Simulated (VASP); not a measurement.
# SiC (P6_3mc) in VASP: settings compared

The runs below take SiC through single point, with r2SCANh, PBE.

Everything below comes from runs of VASP 6.6.1. Logs are shortened: lines on timing, memory, paths and dates and some standing lists are left out, and cuts for length are marked.

## (1) The cell of the first run

It takes space group P6_3mc (No. 186, hexagonal). Conventional cell: a = 3.075 Å, b = 3.075 Å, c = 5.048 Å, α = 90.00°, β = 90.00°, γ = 120.00°. Si (site symmetry 3m) has 4 C at 1.88 to 1.90 Å within 2.5 Å. Within 2.5 Å of C (site symmetry 3m) lie 4 Si at 1.88 to 1.90 Å.

## (2) Single point, r2SCANh

POSCAR reads:

```
SiC
1.0
    3.0753565471      0.0000000000      0.0000000000
   -1.5376782736      2.6633368955      0.0000000000
    0.0000000000      0.0000000000      5.0481095356
Si C
2 2
Direct
    0.3333333333      0.6666666667      0.0045919551
    0.6666666667      0.3333333333      0.5045919551
    0.3333333333      0.6666666667      0.3804080449
    0.6666666667      0.3333333333      0.8804080449
```

INCAR.step1 reads:

```
SYSTEM = SiC
  PREC = Accurate
  ENCUT = 520
  EDIFF = 1E-5
  ISMEAR = 0
  SIGMA = 0.01
  LREAL = .False.
  LASPH = .True.
  NELM = 80
  ALGO = Normal
  ISIF = 2
  LWAVE = .True.
  LCHARG = .False.
  NBANDS = 16
  GGA = PE
```

INCAR.step2 reads:

```
SYSTEM = SiC
  PREC = Accurate
  ENCUT = 520
  EDIFF = 1E-7
  ISMEAR = 0
  SIGMA = 0.01
  LREAL = .False.
  LASPH = .True.
  NELM = 80
  ALGO = Normal
  ISIF = 2
  LWAVE = .False.
  LCHARG = .False.
  METAGGA = R2SCAN
  LHFCALC = .True.
  AEXX = 0.1
  LMIXTAU = .True.
  PRECFOCK = Normal
  NBANDS = 16
  ISTART = 1
```

KPOINTS reads:

```
regular mesh
0
Gamma
  6 6 4
  0 0 0
```

Potentials or basis: VASP PAW PBE potentials, release 64 (Si, C).

The run is started by

```bash
cat potpaw_PBE.64/Si/POTCAR potpaw_PBE.64/C/POTCAR > POTCAR
cp INCAR.step1 INCAR
mpirun -np 1 vasp_std > vasp.out
cp INCAR.step2 INCAR
mpirun -np 1 vasp_std > vasp.out
```

OUTCAR:

```text
SYSTEM = SiC
   PREC = Accurate
   ENCUT = 520
   EDIFF = 1E-7
   ISMEAR = 0
   LREAL = .False.
   LASPH = .True.
   NELM = 80
   ISIF = 2
   METAGGA = R2SCAN
   LHFCALC = .True.
   AEXX = 0.1
   PRECFOCK = Normal
   ISTART = 1

 ion  position               nearest neighbor table
   1  0.333  0.667  0.005-   4 1.88   4 1.88   4 1.88   3 1.90   2 3.09   2 3.09   2 3.09   2 3.09
                             2 3.09   2 3.09
   2  0.667  0.333  0.505-   3 1.88   3 1.88   3 1.88   4 1.90   1 3.09   1 3.09   1 3.09   1 3.09
                             1 3.09   1 3.09
   3  0.333  0.667  0.380-   2 1.88   2 1.88   2 1.88   1 1.90
   4  0.667  0.333  0.880-   1 1.88   1 1.88   1 1.88   2 1.90

  LATTYP: Found a hexagonal cell.
 ALAT       =     3.0753565471
 C/A-ratio  =     1.6414713085

  Lattice vectors:

 A1 = (   3.0753565471,   0.0000000000,   0.0000000000)
 A2 = (  -1.5376782736,   2.6633368955,   0.0000000000)
 A3 = (   0.0000000000,   0.0000000000,   5.0481095356)

Analysis of symmetry for initial positions (statically):
=====================================================================
 Subroutine PRICEL returns:
 Original cell was already a primitive cell.

 Routine SETGRP: Setting up the symmetry group for a
 hexagonal supercell.

 Subroutine GETGRP returns: Found 12 space group operations
 (whereof  6 operations were pure point group operations)
 out of a pool of 24 trial point group operations.

The static configuration has the point symmetry C_3v.
 The point group associated with its full space group is C_6v.

Analysis of symmetry for dynamics (positions and initial velocities):
=====================================================================
 Subroutine PRICEL returns:
 Original cell was already a primitive cell.

 Routine SETGRP: Setting up the symmetry group for a
 hexagonal supercell.

 Subroutine GETGRP returns: Found 12 space group operations
 (whereof  6 operations were pure point group operations)
 out of a pool of 24 trial point group operations.

The dynamic configuration has the point symmetry C_3v.
 The point group associated with its full space group is C_6v.

 Subroutine INISYM returns: Found 12 space group operations
 (whereof  6 operations are pure point group operations),
 and found     1 'primitive' translations
[... 101 lines left out ...]
   ISIF   =      2    stress and relaxation
   ISYM   =      3    0-nonsym 1-usesym 2-fastsym
   POTIM  = 0.5000    time-step for ionic-motion
   TEBEG  =    0.0;   TEEND  =   0.0 temperature during run
   PSTRESS=    0.0 pullay stress
   NELECT =      16.0000    total number of electrons
   NUPDOWN=      -1.0000    fix difference up-down
   EMIN   =  10.00;   EMAX   =-10.00  energy-range for DOS
   EFERMI =   0.00;   METHOD = LEGACY
   ISMEAR =     0;   SIGMA  =   0.01  broadening in eV -4-tet -1-fermi 0-gaus
   EFERMI_NEDOS =   21; number of points for ismear=-14 and -15
   IALGO  =     38    algorithm
   IMIX   =      1    mixing-type and parameters
     AMIX     =   0.40;   BMIX     =  1.00
     AMIX_MAG =   1.60;   BMIX_MAG =  1.00
  volume/ion in A,a.u.               =      10.34        69.76
  Fermi-wavevector in a.u.,A,eV,Ry     =   1.192975  2.254396 19.363670  1.423190
  Thomas-Fermi vector in A             =   2.329001
   LORBIT       =      0    0 simple, 1 ext, 2 COOP (PROOUT), +10 PAW based schemes
   METAGGA = R2SCAN    functional components
   LHFCALC =     T    Hartree Fock is set to
   PRECFOCK=normal    Normal, Fast or Accurate (Low or Medium for compatibility)
   ENCUT4O =  -1.0   cutoff for four orbital integrals eV
   NKREDX  =     1    reduce k-point grid by
   NKREDY  =     1    reduce k-point grid by
   NKREDZ  =     1    reduce k-point grid by
   AEXX    =    0.1000 exact exchange contribution
   HFSCREEN=    0.0000 screening length (either q_TF or 0.3 A-1)
   HFSCREENC=   0.0000 screening length for correlation (either q_TF or 0.3 A-1)
   ENCUTFOCK=  -1.0 apply spherical cutoff to Coloumb kernel
   IVDW    =     0    specifies the selected vdW correction
   LEPSILON=     F    determine dielectric tensor
   LRPA    =     F    only Hartree local field effects (RPA)
 non-spin polarized calculation
 Gauss-broadening in eV      SIGMA  =   0.01
  energy-cutoff  :      520.00
  volume of cell :       41.35
 maximum number of plane-waves:      1124
 NGX is ok and might be reduce to    24
  NGX = 18; NGY = 18; NGZ = 30

 number of electron      15.9999999 magnetization

 Free energy of the ion-electron system (eV)
  ---------------------------------------------------
  ext. energy  EPLUGINS =         0.00000000
  ---------------------------------------------------
  free energy    TOTEN  =       -40.46178467 eV

  energy without entropy =      -40.46178467  energy(sigma->0) =      -40.46178467

 E-fermi :   7.8410     XC(G=0): -10.8668

 val. band max:        7.7858442139   @ k =   0.0000   0.0000   0.0000
 cond. band min:      11.0306752995   @ k =   0.3333   0.3333   0.0000
 fundamental gap:      3.2448310856
 Fermi energy:         7.8410488599

 k-point     1 :       0.0000    0.0000    0.0000
  band No.  band energies     occupation
      1      -9.1135      2.00000
      2      -5.3793      2.00000
      3      -1.5222      2.00000
      4       6.3498      2.00000
      5       6.3498      2.00000
      6       7.6754      2.00000
[... 376 lines left out ...]
      3      -0.4875      2.00000
      4      -0.4875      2.00000
      5       1.7641      2.00000
      6       1.7641      2.00000
[... 8 lines left out ...]
     15      20.9251      0.00000
     16      20.9251      0.00000

------------------------ aborting loop because EDIFF is reached ----------------------------------------

  FORCE on cell =-STRESS in cart. coord.  units (eV):
  Direction    XX          YY          ZZ          XY          YZ          ZX
  --------------------------------------------------------------------------------------
  -------------------------------------------------------------------------------------
  Total       -0.3915377     -0.3915377     -0.4407228      0.0000000      0.0000000      0.0000000
  in kB      -15.1716870    -15.1716870    -17.0775573      0.0000000      0.0000000      0.0000000
  external PRESSURE =     -15.8069771 kB  Pullay stress =       0.0000000 kB

 VOLUME and BASIS-vectors are now :
 -----------------------------------------------------------------------------
  energy-cutoff  :      520.00
  volume of cell :       41.35
      direct lattice vectors                 reciprocal lattice vectors
     3.075356547  0.000000000  0.000000000     0.325165549  0.187734417  0.000000000
    -1.537678274  2.663336896  0.000000000     0.000000000  0.375468834  0.000000000
     0.000000000  0.000000000  5.048109536     0.000000000  0.000000000  0.198093958

 POSITION                                       TOTAL-FORCE (eV/Angst)
 -----------------------------------------------------------------------------------
     -0.00000      1.77556      0.02318         0.000000      0.000000     -0.010781
      1.53768      0.88778      2.54724        -0.000000     -0.000000     -0.010781
     -0.00000      1.77556      1.92034         0.000000     -0.000000      0.010781
      1.53768      0.88778      4.44440        -0.000000      0.000000      0.010781
 -----------------------------------------------------------------------------------
    total drift:                                0.000000     -0.000000     -0.000194

  FREE ENERGIE OF THE ION-ELECTRON SYSTEM (eV)
  ---------------------------------------------------
  free  energy   TOTEN  =       -40.4617846748 eV

  energy  without entropy=      -40.4617846748  energy(sigma->0) =      -40.46178467
```

OUTCAR.step1:

```text
SYSTEM = SiC
   PREC = Accurate
   ENCUT = 520
   EDIFF = 1E-5
   ISMEAR = 0
   LREAL = .False.
   LASPH = .True.
   NELM = 80
[... 626 lines left out ...]
      1.53768      0.88778      2.54724         0.000000      0.000000     -0.004317
     -0.00000      1.77556      1.92034        -0.000000      0.000000      0.004317
      1.53768      0.88778      4.44440         0.000000     -0.000000      0.004317
 -----------------------------------------------------------------------------------
    total drift:                               -0.000000     -0.000000      0.000045

  FREE ENERGIE OF THE ION-ELECTRON SYSTEM (eV)
  ---------------------------------------------------
  free  energy   TOTEN  =       -30.0926514321 eV

  energy  without entropy=      -30.0926514321  energy(sigma->0) =      -30.09265143
```

OSZICAR.step1:

```text
N       E                     dE             d eps       ncg     rms          rms(c)
DAV:   1     0.279827078599E+02    0.27983E+02   -0.69814E+03   672   0.884E+02
DAV:   2    -0.311108242610E+02   -0.59094E+02   -0.53196E+02   992   0.163E+02
DAV:   3    -0.338086335184E+02   -0.26978E+01   -0.26898E+01   896   0.315E+01
DAV:   4    -0.338283804962E+02   -0.19747E-01   -0.19743E-01   784   0.332E+00
DAV:   5    -0.338285732031E+02   -0.19271E-03   -0.19270E-03   888   0.310E-01    0.125E+01
DAV:   6    -0.301832576680E+02    0.36453E+01   -0.65192E+00   848   0.157E+01    0.564E+00
DAV:   7    -0.301105312114E+02    0.72726E-01   -0.11088E+00   936   0.617E+00    0.249E+00
DAV:   8    -0.300938447363E+02    0.16686E-01   -0.46336E-02   752   0.138E+00    0.629E-01
DAV:   9    -0.300923086505E+02    0.15361E-02   -0.74932E-03   840   0.588E-01    0.123E-01
DAV:  10    -0.300926250596E+02   -0.31641E-03   -0.10136E-03   808   0.184E-01    0.571E-02
DAV:  11    -0.300926503747E+02   -0.25315E-04   -0.94418E-05   808   0.689E-02    0.135E-02
DAV:  12    -0.300926514321E+02   -0.10574E-05   -0.63232E-06   456   0.162E-02
   1 F= -.30092651E+02 E0= -.30092651E+02  d E =-.229658E-56
```

Run time: 41 min. Hardware: 1 thread of Intel Xeon Platinum 8259CL at 2.50GHz (Skylake/Cascade Lake), shared host; peak memory 0.18 GiB.

Results:

- Free energy: -40.4618 eV
- Pressure: -1.6 GPa
- Largest force: 0.011 eV/Å
- Band gap on the k mesh: 3.24 eV (least direct gap 5.14 eV)

Forces on the atoms (eV/Å):
```
Si   0.000  0.000 -0.011
Si   0.000  0.000 -0.011
C    0.000  0.000  0.011
C    0.000  0.000  0.011
```

Levels at points of the mesh, in eV from the valence-band top:
| k point | band 4 | band 5 | band 6 | band 7 | band 8 | band 9 | band 10 | band 11 | band 12 | band 13 |
| --- | --- | --- | --- | --- | --- | --- | --- | --- | --- | --- |
| (0.00, 0.00, 0.00) | -1.44 | -1.44 | -0.11 | 0.00 | 0.00 | 6.05 | 7.48 | 7.89 | 7.89 | 9.06 |
| (0.50, 0.00, 0.00) | -6.78 | -5.81 | -3.60 | -3.46 | -1.30 | 3.84 | 5.31 | 8.17 | 8.36 | 11.55 |
| (0.00, 0.00, 0.50) | -4.78 | -0.78 | -0.78 | -0.78 | -0.78 | 7.19 | 7.19 | 8.61 | 8.61 | 8.61 |
| (0.50, 0.00, 0.50) | -8.84 | -2.65 | -2.65 | -2.52 | -2.52 | 4.35 | 4.35 | 6.45 | 6.45 | 11.90 |

Caveat: the PAW data sets were made with another functional, which shifts forces and pressure a little.

## (3) Single point, PBE

INCAR reads:

```
  PREC = Accurate
  ENCUT = 520
  EDIFF = 1E-6
  ISMEAR = 0
  SIGMA = 0.01
  LREAL = False
  LASPH = True
  NELM = 100
  ALGO = Normal
  ISIF = 2
  LWAVE = False
  LCHARG = False
  GGA = PE
  NBANDS = 16
```

KPOINTS reads:

```
Automatic mesh
0
Gamma
  6 6 4
```

POSCAR is that of step 2.

Potentials or basis: VASP PAW PBE potentials, release 64 (Si, C).

The run is started by

```bash
cat potpaw_PBE.64/Si/POTCAR potpaw_PBE.64/C/POTCAR > POTCAR
mpirun -np 1 vasp_std > vasp.out
```

OUTCAR:

```text
PREC = Accurate
   ENCUT = 520
   EDIFF = 1E-6
   ISMEAR = 0
   LREAL = False
   LASPH = True
   NELM = 100
   ISIF = 2
   GGA = PE

 ion  position               nearest neighbor table
   1  0.333  0.667  0.005-   4 1.88   4 1.88   4 1.88   3 1.90   2 3.09   2 3.09   2 3.09   2 3.09
                             2 3.09   2 3.09
   2  0.667  0.333  0.505-   3 1.88   3 1.88   3 1.88   4 1.90   1 3.09   1 3.09   1 3.09   1 3.09
                             1 3.09   1 3.09
   3  0.333  0.667  0.380-   2 1.88   2 1.88   2 1.88   1 1.90
   4  0.667  0.333  0.880-   1 1.88   1 1.88   1 1.88   2 1.90

  LATTYP: Found a hexagonal cell.
 ALAT       =     3.0753565471
 C/A-ratio  =     1.6414713085

  Lattice vectors:

 A1 = (   3.0753565471,   0.0000000000,   0.0000000000)
 A2 = (  -1.5376782736,   2.6633368955,   0.0000000000)
 A3 = (   0.0000000000,   0.0000000000,   5.0481095356)

Analysis of symmetry for initial positions (statically):
=====================================================================
 Subroutine PRICEL returns:
 Original cell was already a primitive cell.

[... 175 lines left out ...]
 cond. band min:      10.5387209866   @ k =   0.3333   0.3333   0.0000
 fundamental gap:      2.2704165953
 Fermi energy:         8.3783704051

 k-point     1 :       0.0000    0.0000    0.0000
  band No.  band energies     occupation
      1      -7.3062      2.00000
      2      -3.7390      2.00000
      3      -0.4344      2.00000
      4       6.9517      2.00000
      5       6.9517      2.00000
      6       8.1553      2.00000
[... 376 lines left out ...]
      3       0.5176      2.00000
      4       0.5176      2.00000
      5       2.6265      2.00000
      6       2.6265      2.00000
[... 8 lines left out ...]
     15      19.9184      0.00000
     16      19.9184      0.00000

------------------------ aborting loop because EDIFF is reached ----------------------------------------

  FORCE on cell =-STRESS in cart. coord.  units (eV):
  Direction    XX          YY          ZZ          XY          YZ          ZX
  --------------------------------------------------------------------------------------
  -------------------------------------------------------------------------------------
  Total        0.9210449      0.9210449      0.8342938     -0.0000000      0.0000000      0.0000000
  in kB       35.6895459     35.6895459     32.3280305     -0.0000000      0.0000000      0.0000000
  external PRESSURE =      34.5690407 kB  Pullay stress =       0.0000000 kB

 VOLUME and BASIS-vectors are now :
 -----------------------------------------------------------------------------
  energy-cutoff  :      520.00
  volume of cell :       41.35
      direct lattice vectors                 reciprocal lattice vectors
     3.075356547  0.000000000  0.000000000     0.325165549  0.187734417  0.000000000
    -1.537678274  2.663336896  0.000000000     0.000000000  0.375468834  0.000000000
     0.000000000  0.000000000  5.048109536     0.000000000  0.000000000  0.198093958

 POSITION                                       TOTAL-FORCE (eV/Angst)
 -----------------------------------------------------------------------------------
     -0.00000      1.77556      0.02318         0.000000     -0.000000     -0.004259
      1.53768      0.88778      2.54724        -0.000000      0.000000     -0.004259
     -0.00000      1.77556      1.92034         0.000000     -0.000000      0.004259
      1.53768      0.88778      4.44440        -0.000000      0.000000      0.004259
 -----------------------------------------------------------------------------------
    total drift:                               -0.000000     -0.000000     -0.000205

  FREE ENERGIE OF THE ION-ELECTRON SYSTEM (eV)
  ---------------------------------------------------
  free  energy   TOTEN  =       -30.0926519873 eV

  energy  without entropy=      -30.0926519873  energy(sigma->0) =      -30.09265199
```

OSZICAR:

```text
N       E                     dE             d eps       ncg     rms          rms(c)
DAV:   1     0.279827078599E+02    0.27983E+02   -0.69814E+03   672   0.884E+02
DAV:   2    -0.311108242610E+02   -0.59094E+02   -0.53196E+02   992   0.163E+02
DAV:   3    -0.338086335184E+02   -0.26978E+01   -0.26898E+01   896   0.315E+01
DAV:   4    -0.338283804962E+02   -0.19747E-01   -0.19743E-01   784   0.332E+00
DAV:   5    -0.338285732031E+02   -0.19271E-03   -0.19270E-03   888   0.310E-01    0.125E+01
DAV:   6    -0.301832576680E+02    0.36453E+01   -0.65192E+00   848   0.157E+01    0.564E+00
DAV:   7    -0.301105312114E+02    0.72726E-01   -0.11088E+00   936   0.617E+00    0.249E+00
DAV:   8    -0.300938447363E+02    0.16686E-01   -0.46336E-02   752   0.138E+00    0.629E-01
DAV:   9    -0.300923086505E+02    0.15361E-02   -0.74932E-03   840   0.588E-01    0.123E-01
DAV:  10    -0.300926250596E+02   -0.31641E-03   -0.10136E-03   808   0.184E-01    0.571E-02
DAV:  11    -0.300926503747E+02   -0.25315E-04   -0.94418E-05   808   0.689E-02    0.135E-02
DAV:  12    -0.300926514645E+02   -0.10898E-05   -0.66479E-06   856   0.162E-02    0.395E-03
DAV:  13    -0.300926519873E+02   -0.52275E-06   -0.43113E-07   520   0.443E-03
   1 F= -.30092652E+02 E0= -.30092652E+02  d E =-.191056E-56
```

stdout:

```text
POSCAR found type information on POSCAR SiC
 POSCAR found :  2 types and       4 ions
 scaLAPACK will be used
 LDA part: xc-table for (Slater+PW92), standard interpolation
 POSCAR, INCAR and KPOINTS ok, starting setup
 FFT: planning ... GRIDC
 FFT: planning ... GRID_SOFT
 FFT: planning ... GRID
 WAVECAR not read
 entering main loop
```

Run time: 8.1 s. Hardware: 1 thread of Intel Xeon Platinum 8375C at 2.90GHz (Ice Lake), shared host; peak memory 0.15 GiB.

What came out:

- Free energy: -30.0927 eV
- Pressure: 3.5 GPa
- Largest force: 0.004 eV/Å
- Band gap on the k mesh: 2.27 eV (least direct gap 3.97 eV)

Forces in eV/Å, atoms in the order of the input:
```
Si   0.000  0.000 -0.004
Si   0.000  0.000 -0.004
C    0.000  0.000  0.004
C    0.000  0.000  0.004
```

Stress tensor (GPa, compression positive):
```
3.57 0.00 0.00
0.00 3.57 0.00
0.00 0.00 3.23
```

Caveat: the cell stands under pressure.

(Part 1 of 2 ends here.)
